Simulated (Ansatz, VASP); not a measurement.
**One calculation of KMo2, two programs**

```
K Mo
1.0
     3.21105    0.00000    0.00000
     0.00000    3.21105    0.00000
     0.00000    0.00000    7.51203
K Mo
1 2
Direct
  0.00000 0.00000 0.00000
  0.50000 0.00000 0.57578
  0.00000 0.50000 0.42422
```

Change from the starting cell: ordered superstructure of diamond with vacancies (P-4m2, No. 115).

Alike in both runs: task single point; functional PBE; k mesh 6 × 6 × 2; occupations gaussian, width 0.1 eV; collinear spin.

|  | VASP | Ansatz |
| --- | --- | --- |
| version | VASP 6.6.1 | Ansatz 0.2.0 |
| potentials or method | VASP PAW PBE potentials, release 64 (K_sv, Mo_sv), cutoff 520 eV | scalar-relativistic, plane waves, PAW |
| valence electrons in the cell | 37 | 37 |

```csv
,VASP,Ansatz,Ansatz less VASP
gap on the k mesh at the Fermi level (eV),none,none,-
pressure (GPa),0.4,0.2,-0.21
"traceless stress, the component that is largest in VASP (GPa)",-0.08,0.00,+0.077
rms of the force components (eV/Å),0.002,0.023,+0.0216
net moment per atom (μB),0.00,0.00,0.000
```

Atom by atom the forces differ by 0.022 eV/Å (rms over components). A gap of «none» marks a metal or a gap that the smearing closes. With one functional, cell and mesh, what is left measures potentials, basis and numerics. Ansatz's warnings: seeded moment not kept.

The k mesh is coarse, so the values compare programs but aren't converged.
